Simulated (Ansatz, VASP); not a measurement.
## CaSe: VASP beside Ansatz

```
Ca Se
1.0
     3.84960    0.00000    0.00000
     0.00000    3.84960    0.00000
     0.00000    0.00000    3.65174
Ca Se
1 1
Direct
  0.00000 0.00000 0.00000
  0.50000 0.50000 0.50000
```

Change from the starting cell: epitaxial_xy strain +5.9%.

Alike in both runs: task single point; functional PBE; k mesh 8 × 8 × 8; occupations fermi-dirac, width 0.02 eV; no spin polarisation.

|  | VASP | Ansatz |
| --- | --- | --- |
| version | VASP 6.6.1 | Ansatz 0.2.0 |
| potentials or method | VASP PAW PBE potentials, release 64 (Ca_sv, Se) | plane waves, PAW |
| plane-wave cutoff (eV) | 520 | 420 |
| valence electrons in the cell | 16 | 26 |

Ansatz gave:

| Quantity | Value |
| --- | --- |
| pressure (GPa) | -4.3 |
| traceless stress, the component that is largest in VASP (GPa) | 4.66 |

Estimate VASP's values.

pressure (GPa): -4.2; traceless stress, the component that is largest in VASP (GPa): 4.66.

VASP's potentials hold 16 valence electrons a cell and Ansatz's 26, so a difference there can come from the potentials and not from the codes.
